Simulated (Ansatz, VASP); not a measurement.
**One calculation of In3Sb, two programs**

The input INCAR:

```
SYSTEM = In3Sb
PREC = Accurate
ENCUT = 520
EDIFF = 1E-6
ISMEAR = 0
SIGMA = 0.15
LREAL = .FALSE.
LASPH = .TRUE.
NELM = 60
ALGO = Fast
ISIF = 2
LWAVE = .FALSE.
LCHARG = .FALSE.
GGA = PS
IVDW = 12
NBANDS = 30
```

The input KPOINTS:

```
regular mesh
0
G
  12 12 12
  0 0 0
```

Contents of POSCAR:

```
In3Sb
1.0
    5.0409075458      0.0000000000      0.0000000000
    0.0000000000      5.0409075458      0.0000000000
    0.0000000000      0.0000000000      3.9319078857
In Sb
3 1
Direct
    0.5000000000      0.5000000000      0.0000000000
    0.5000000000      0.0000000000      0.5000000000
    0.0000000000      0.5000000000      0.5000000000
    0.0000000000      0.0000000000      0.0000000000
```

Input for Ansatz:

```yaml
crystal:
  lattice:
    - [5.0409075458, 0.0, 0.0]
    - [0.0, 5.0409075458, 0.0]
    - [0.0, 0.0, 3.9319078857]
  atoms:
    - { symbol: In, position: [0.5, 0.5, 0.0] }
    - { symbol: In, position: [0.5, 0.0, 0.5] }
    - { symbol: In, position: [0.0, 0.5, 0.5] }
    - { symbol: Sb, position: [0.0, 0.0, 0.0] }
basis:
  ecutwfc: 420
kpoints:
  mp_grid: { grid: [12, 12, 12] }
hamiltonian:
  xc: pbesol
  dispersion: d3bj
scf:
  occupations: { method: gaussian, width: 0.15 }
output:
  forces: true
  stress: true
  eigenvalues: true
```

Alike in both runs: task single point; functional PBEsol; dispersion D3(BJ); k mesh 12 × 12 × 12; occupations gaussian, width 0.15 eV; no spin polarisation.

```csv
,VASP,Ansatz
version,VASP 6.6.1,Ansatz 0.2.0
potentials or method,"VASP PAW PBE potentials, release 64 (In_d, Sb), cutoff 520 eV","scalar-relativistic, plane waves, PAW"
valence electrons in the cell,44,54
```

|  | VASP | Ansatz | Ansatz less VASP |
| --- | --- | --- | --- |
| gap on the k mesh at the Fermi level (eV) | none | none | - |
| pressure (GPa) | -0.6 | -0.6 | -0.04 |
| traceless stress, the component that is largest in VASP (GPa) | 1.00 | 1.00 | -0.001 |

VASP's potentials were made for PBE, not for PBEsol. A gap of «none» marks a metal or a gap that the smearing closes. VASP's potentials hold 44 valence electrons a cell and Ansatz's 54, so a difference there can come from the potentials and not from the codes.

Spin-orbit coupling is off throughout.
